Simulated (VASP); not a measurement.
Ge, 3 atoms in the cell. It takes space group P6_422 (No. 181, hexagonal). Conventional cell: a = 4.129 Å, b = 4.129 Å, c = 4.400 Å, α = 90.00°, β = 90.00°, γ = 120.00°. Within 3.3 Å of Ge (site symmetry 222) lie 4 Ge at 2.53 Å. 

| Property | Result |
| --- | --- |
| Program | VASP 6.6.1 |
| Task | single point |
| Functional | PBE |
| Potentials or basis | VASP PAW PBE potentials, release 64 (Ge_d) |
| Cutoff | 520 eV |
| k mesh | 6 × 6 × 4 |
| Occupations | gaussian, width 0.1 eV |
| Spin | no spin polarisation |
| Dipole correction | no |
| Further INCAR settings | ALGO = Normal; EDIFF = 1e-06; NBANDS = 28 |

Potentials or basis: VASP PAW PBE potentials, release 64 (Ge_d).

Run with:

```sh
$ cat potpaw_PBE.64/Ge_d/POTCAR > POTCAR
$ mpirun -np 1 vasp_std > vasp.out
```

Hardware: 1 thread of Intel(R) Xeon(R) Platinum 8488C (Sapphire Rapids) (shared host).

How long does it take, and how much memory?

It took 23 s on 1 thread of Intel(R) Xeon(R) Platinum 8488C (Sapphire Rapids) (shared host), peak memory 0.19 GiB. Counts: scf iterations 12, k points 21.
